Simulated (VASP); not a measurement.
NbH2: single point with PBEsol

The system is NbH2.

```
Nb H
1.0
     0.00000    2.27006    2.27006
     2.27006    0.00000    2.27006
     2.27006    2.27006    0.00000
Nb H
1 2
Cartesian
  0.0000 0.0000 0.0000
  1.1350 1.1350 1.1350
  3.4051 3.4051 3.4051
```

* Program: VASP 6.6.1
* Task: single point
* Functional: PBEsol
* Potentials or basis: VASP PAW PBE potentials, release 64 (Nb_sv, H)
* Cutoff: 520 eV
* k mesh: 16 × 16 × 16
* Occupations: fermi-dirac, width 0.05 eV
* Spin: no spin polarisation
* Dipole correction: no
* Further INCAR settings: ALGO = Normal; EDIFF = 1e-06; NBANDS = 14

- Pressure: -3.1 GPa

Levels at points of the mesh, in eV from the Fermi level:
```tsv
k point	band 5	band 6	band 7	band 8	band 9	band 10	band 11	band 12
(0.00, 0.00, 0.00)	-10.77	-1.40	-1.40	-1.40	-1.10	1.28	1.28	12.38
(0.50, 0.00, 0.00)	-8.46	-4.93	-1.25	-1.25	2.69	2.69	5.09	6.23
(0.50, 0.50, 0.00)	-7.60	-4.99	-4.44	2.87	2.93	2.93	7.14	7.14
```

It took 24 s on 1 thread of Intel(R) Xeon(R) Platinum 8488C (Sapphire Rapids) (shared host), peak memory 0.17 GiB.

Caveat: the PAW data sets were made with another functional, which shifts forces and pressure a little.
